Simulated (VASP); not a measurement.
# BeTe (F-43m) in VASP: notebook

BeTe is run at these levels: PBE; tasks: single point.

Program: VASP 6.6.1. These are calculated values, not measurements. Logs are shortened: lines on timing, memory, paths and dates and some standing lists are left out, and cuts for length are marked.

### 1 The cell of the first run

The structure is cubic, space group F-43m (No. 216). Conventional cell: a = 5.285 Å, b = 5.285 Å, c = 5.285 Å, α = 90.00°, β = 90.00°, γ = 90.00°. Within 3.0 Å of Be (site symmetry -43m) lie 4 Te at 2.29 Å. Within 3.0 Å of Te (site symmetry -43m) lie 4 Be at 2.29 Å.

### 2 Single point, PBE

The input, INCAR:

```
SYSTEM = BeTe
PREC     = Accurate       ! precision mode
ENCUT    = 600            ! plane-wave cutoff, eV
EDIFF    = 1E-6           ! SCF threshold, eV
ISMEAR   = 0              ! smearing method
SIGMA    = 0.1            ! smearing width, eV
LREAL    = .False.        ! projectors in reciprocal space
LASPH    = .True.         ! aspherical terms in the spheres
NELM     = 120            ! most SCF steps
ALGO     = Normal         ! electronic algorithm
ISIF     = 2              ! what is computed and relaxed
LWAVE    = .False.        ! write WAVECAR
LCHARG   = .True.         ! write CHGCAR
GGA      = PE             ! functional
LELF     = .True.         ! ELF
LVHAR    = .True.       
NBANDS   = 11             ! bands
GGA_COMPAT= .False.
```

The input, KPOINTS:

```
regular mesh
0
Gamma
  4 4 4
  0 0 0
```

The input, POSCAR:

```
BeTe
1.0
    0.0000000000      2.6426547394      2.6426547394
    2.6426547394      0.0000000000      2.6426547394
    2.6426547394      2.6426547394      0.0000000000
Be Te
1 1
Direct
    0.0000000000      0.0000000000      0.0000000000
    0.7500000000      0.7500000000      0.7500000000
```

Potentials or basis: VASP PAW PBE potentials, release 64 (Be, Te).

Run with:

```console
cat potpaw_PBE.64/Be/POTCAR potpaw_PBE.64/Te/POTCAR > POTCAR
mpirun -np 1 vasp_std > vasp.out
```

OUTCAR:

```text
SYSTEM = BeTe
   PREC = Accurate
   ENCUT = 600
   EDIFF = 1E-6
   ISMEAR = 0
   LREAL = .False.
   LASPH = .True.
   NELM = 120
   ISIF = 2
   GGA = PE

 ion  position               nearest neighbor table
   1  0.000  0.000  0.000-   2 2.29   2 2.29   2 2.29   2 2.29
   2  0.750  0.750  0.750-   1 2.29   1 2.29   1 2.29   1 2.29

  LATTYP: Found a face centered cubic cell.
 ALAT       =     5.2853094788

  Lattice vectors:

 A1 = (   0.0000000000,   2.6426547394,   2.6426547394)
 A2 = (   2.6426547394,   0.0000000000,   2.6426547394)
 A3 = (   2.6426547394,   2.6426547394,   0.0000000000)

Analysis of symmetry for initial positions (statically):
=====================================================================
 Subroutine PRICEL returns:
 Original cell was already a primitive cell.

 Routine SETGRP: Setting up the symmetry group for a
 face centered cubic supercell.

 Subroutine GETGRP returns: Found 24 space group operations
 (whereof 24 operations were pure point group operations)
 out of a pool of 48 trial point group operations.

The static configuration has the point symmetry T_d .

Analysis of symmetry for dynamics (positions and initial velocities):
=====================================================================
 Subroutine PRICEL returns:
 Original cell was already a primitive cell.

 Routine SETGRP: Setting up the symmetry group for a
 face centered cubic supercell.

 Subroutine GETGRP returns: Found 24 space group operations
 (whereof 24 operations were pure point group operations)
 out of a pool of 48 trial point group operations.

The dynamic configuration has the point symmetry T_d .

 Subroutine INISYM returns: Found 24 space group operations
 (whereof 24 operations are pure point group operations),
 and found     1 'primitive' translations

----------------------------------------------------------------------------------------

                                     Primitive cell

  volume of cell :      36.9106

  direct lattice vectors                    reciprocal lattice vectors
     0.000000000  2.642654739  2.642654739    -0.189203679  0.189203679  0.189203679
     2.642654739  0.000000000  2.642654739     0.189203679 -0.189203679  0.189203679
     2.642654739  2.642654739  0.000000000     0.189203679  0.189203679 -0.189203679

  length of vectors
     3.737278173  3.737278173  3.737278173     0.327710386  0.327710386  0.327710386

  position of ions in fractional coordinates (direct lattice)
     0.000000000  0.000000000  0.000000000
     0.750000000  0.750000000  0.750000000

  ion indices of the primitive-cell ions
   primitive index   ion index
                 1           1
                 2           2

----------------------------------------------------------------------------------------

 KPOINTS: regular mesh

Automatic generation of k-mesh.
 Grid dimensions read from file:
 generate k-points for:    4    4    4

 Generating k-lattice:

  Cartesian coordinates                     Fractional coordinates (reciprocal lattice)
    -0.047300920  0.047300920  0.047300920     0.250000000  0.000000000  0.000000000
     0.047300920 -0.047300920  0.047300920     0.000000000  0.250000000  0.000000000
     0.047300920  0.047300920 -0.047300920     0.000000000  0.000000000  0.250000000

  Length of vectors
     0.081927596  0.081927596  0.081927596

  Shift w.r.t. Gamma in fractional coordinates (k-lattice)
     0.000000000  0.000000000  0.000000000

 Subroutine IBZKPT returns following result:
 ===========================================

 Found      8 irreducible k-points:

 Following reciprocal coordinates:
            Coordinates               Weight
  0.000000  0.000000  0.000000      1.000000
  0.250000  0.000000  0.000000      8.000000
  0.500000  0.000000  0.000000      4.000000
  0.250000  0.250000  0.000000      6.000000
  0.500000  0.250000  0.000000     24.000000
 -0.250000  0.250000  0.000000     12.000000
  0.500000  0.500000  0.000000      3.000000
 -0.250000  0.500000  0.250000      6.000000
   k-points           NKPTS =      8   k-points in BZ     NKDIM =      8   number of bands    NBANDS=     11
   number of dos      NEDOS =    301   number of ions     NIONS =      2
   total plane-waves  NPLWV =  27000
   dimension x,y,z NGX =    30 NGY =   30 NGZ =   30
   dimension x,y,z NGXF=    60 NGYF=   60 NGZF=   60
   ions per type =               1   1
   NGX,Y,Z   is equivalent  to a cutoff of  13.34, 13.34, 13.34 a.u.
   NGXF,Y,Z  is equivalent  to a cutoff of  26.69, 26.69, 26.69 a.u.
 SYSTEM =  BeTe
   PREC   = accura    normal or accurate (medium, high low for compatibility)
   ISTART =      0    job   : 0-new  1-cont  2-samecut
   ICHARG =      2    charge: 1-file 2-atom 10-const
   ISPIN  =      1    spin polarized calculation?
   LNONCOLLINEAR =      F non collinear calculations
   LSORBIT =      F    spin-orbit coupling
   LASPH  =      T    aspherical Exc in radial PAW
   ENCUT  =  600.0 eV  44.10 Ry    6.64 a.u.   7.46  7.46  7.46*2*pi/ulx,y,z
   NELM   =    120;   NELMIN=  2; NELMDL= -5     # of ELM steps
   EDIFF  = 0.1E-05   stopping-criterion for ELM
   LREAL  =      F    real-space projection
   EDIFFG = 0.1E-04   stopping-criterion for IOM
   NSW    =      0    number of steps for IOM
   IBRION =     -1    ionic relax: 0-MD 1-quasi-New 2-CG
   NFREE  =      0    steps in history (QN), initial steepest desc. (CG)
   ISIF   =      2    stress and relaxation
   ISYM   =      2    0-nonsym 1-usesym 2-fastsym
   POTIM  = 0.5000    time-step for ionic-motion
   TEBEG  =    0.0;   TEEND  =   0.0 temperature during run
   PSTRESS=    0.0 pullay stress
   NELECT =       8.0000    total number of electrons
   NUPDOWN=      -1.0000    fix difference up-down
   EMIN   =  10.00;   EMAX   =-10.00  energy-range for DOS
   EFERMI =   0.00;   METHOD = LEGACY
   ISMEAR =     0;   SIGMA  =   0.10  broadening in eV -4-tet -1-fermi 0-gaus
   EFERMI_NEDOS =   21; number of points for ismear=-14 and -15
   IALGO  =     38    algorithm
   IMIX   =      4    mixing-type and parameters
     AMIX     =   0.40;   BMIX     =  1.00
     AMIX_MAG =   1.60;   BMIX_MAG =  1.00
  volume/ion in A,a.u.               =      18.46       124.54
  Fermi-wavevector in a.u.,A,eV,Ry     =   0.983379  1.858317 13.157308  0.967035
  Thomas-Fermi vector in A             =   2.114533
   LORBIT       =      0    0 simple, 1 ext, 2 COOP (PROOUT), +10 PAW based schemes
   GGA     = PE    functional components
   LHFCALC =     F    Hartree Fock is set to
   AEXX    =    0.0000 exact exchange contribution
   IVDW    =     0    specifies the selected vdW correction
   LEPSILON=     F    determine dielectric tensor
   LRPA    =     F    only Hartree local field effects (RPA)
 non-spin polarized calculation
 Gauss-broadening in eV      SIGMA  =   0.10
  energy-cutoff  :      600.00
  volume of cell :       36.91
 maximum number of plane-waves:      1243
 NGX is ok and might be reduce to    30
   NGX = 15   NGY = 15   NGZ = 15

 number of electron       8.0000000 magnetization

 Free energy of the ion-electron system (eV)
  ---------------------------------------------------
  ext. energy  EPLUGINS =         0.00000000
  ---------------------------------------------------
  free energy    TOTEN  =        -7.11104654 eV

  energy without entropy =       -7.11104654  energy(sigma->0) =       -7.11104654

 E-fermi :   7.9805     XC(G=0):  -9.8303

 val. band max:        7.4850006315   @ k =   0.0000   0.0000   0.0000
 cond. band min:       8.9058730683   @ k =   0.5000   0.5000   0.0000
 fundamental gap:      1.4208724368
 Fermi energy:         7.9804693645

 k-point     1 :       0.0000    0.0000    0.0000
  band No.  band energies     occupation
      1      -6.2477      2.00000
      2       7.4850      2.00000
      3       7.4850      2.00000
      4       7.4850      2.00000
      5      10.8612      0.00000
      6      10.8612      0.00000
      7      10.8612      0.00000
      8      12.8157      0.00000
      9      16.0164      0.00000
     10      18.1100      0.00000
     11      18.1100      0.00000

 k-point     2 :       0.2500    0.0000    0.0000
  band No.  band energies     occupation
      1      -5.5152      2.00000
      2       3.4284      2.00000
      3       6.5611      2.00000
      4       6.5611      2.00000
      5      11.2039      0.00000
      6      11.9373      0.00000
      7      11.9373      0.00000
      8      15.2896      0.00000
      9      16.6191      0.00000
     10      16.6191      0.00000
     11      17.0348      0.00000

 k-point     3 :       0.5000    0.0000    0.0000
  band No.  band energies     occupation
      1      -4.3625      2.00000
      2       0.5738      2.00000
      3       5.9815      2.00000
      4       5.9815      2.00000
      5      11.0950      0.00000
      6      11.9142      0.00000
      7      11.9142      0.00000
      8      15.1029      0.00000
      9      19.2934      0.00000
     10      19.6875      0.00000
     11      19.6875      0.00000

 k-point     4 :       0.2500    0.2500    0.0000
  band No.  band energies     occupation
      1      -5.2658      2.00000
      2       4.1796      2.00000
      3       5.2269      2.00000
      4       5.2269      2.00000
      5       9.7205      0.00000
      6      11.7781      0.00000
      7      14.4342      0.00000
      8      14.4342      0.00000
      9      17.6669      0.00000
     10      18.9306      0.00000
     11      19.1487      0.00000

 k-point     5 :       0.5000    0.2500    0.0000
  band No.  band energies     occupation
      1      -4.0814      2.00000
      2       1.5167      2.00000
      3       3.6684      2.00000
      4       4.8161      2.00000
      5      10.1210      0.00000
      6      13.0833      0.00000
      7      14.6979      0.00000
      8      14.7911      0.00000
      9      18.6087      0.00000
     10      19.9808      0.00000
     11      20.8275      0.00000

 k-point     6 :      -0.2500    0.2500    0.0000
  band No.  band energies     occupation
      1      -4.5077      2.00000
      2       2.1818      2.00000
      3       3.4009      2.00000
      4       5.8696      2.00000
      5      11.1571      0.00000
      6      13.1793      0.00000
      7      14.0645      0.00000
      8      14.8472      0.00000
      9      15.9149      0.00000
     10      18.1123      0.00000
     11      20.9077      0.00000

 k-point     7 :       0.5000    0.5000    0.0000
  band No.  band energies     occupation
      1      -3.6554      2.00000
      2       1.2271      2.00000
      3       4.0292      2.00000
      4       4.0292      2.00000
      5       8.9059      0.00000
      6       9.7958      0.00000
      7      18.4189      0.00000
      8      18.4189      0.00000
      9      20.1508      0.00000
     10      21.7909      0.00000
     11      21.7910      0.00000

 k-point     8 :      -0.2500    0.5000    0.2500
  band No.  band energies     occupation
      1      -3.5875      2.00000
      2       1.9783      2.00000
      3       2.6408      2.00000
      4       3.2295      2.00000
      5      12.7973      0.00000
      6      12.8331      0.00000
      7      13.4057      0.00000
      8      14.3583      0.00000
      9      19.3709      0.00000
     10      20.7368      0.00000
     11      21.1892      0.00000

------------------------ aborting loop because EDIFF is reached ----------------------------------------

  FORCE on cell =-STRESS in cart. coord.  units (eV):
  Direction    XX          YY          ZZ          XY          YZ          ZX
  --------------------------------------------------------------------------------------
  -------------------------------------------------------------------------------------
  Total        4.3133954      4.3133954      4.3133954     -0.0000000      0.0000000     -0.0000000
  in kB      187.2313519    187.2313519    187.2313519     -0.0000000      0.0000000     -0.0000000
  external PRESSURE =     187.2313519 kB  Pullay stress =       0.0000000 kB

 VOLUME and BASIS-vectors are now :
 -----------------------------------------------------------------------------
  energy-cutoff  :      600.00
  volume of cell :       36.91
      direct lattice vectors                 reciprocal lattice vectors
     0.000000000  2.642654739  2.642654739    -0.189203679  0.189203679  0.189203679
     2.642654739  0.000000000  2.642654739     0.189203679 -0.189203679  0.189203679
     2.642654739  2.642654739  0.000000000     0.189203679  0.189203679 -0.189203679

 POSITION                                       TOTAL-FORCE (eV/Angst)
 -----------------------------------------------------------------------------------
      0.00000      0.00000      0.00000        -0.000000     -0.000000     -0.000000
      3.96398      3.96398      3.96398         0.000000      0.000000      0.000000
 -----------------------------------------------------------------------------------
    total drift:                               -0.000000     -0.000000     -0.000000

  FREE ENERGIE OF THE ION-ELECTRON SYSTEM (eV)
  ---------------------------------------------------
  free  energy   TOTEN  =        -7.1110465421 eV

  energy  without entropy=       -7.1110465421  energy(sigma->0) =       -7.11104654
```

Wall time 12 s (1 thread of Intel Xeon 8259CL, shared host); peak memory 0.16 GiB.

What came out:

```
Free energy            : -7.1110 eV
Pressure               : 18.7 GPa
Band gap on the k mesh : 1.42 eV, indirect (least direct gap 3.38 eV)
```

Caveat: the k points lie up to 0.51 Å⁻¹ apart; spin-orbit coupling is left out, which moves the levels of the heavy elements.

(Part 1 of 2 ends here.)
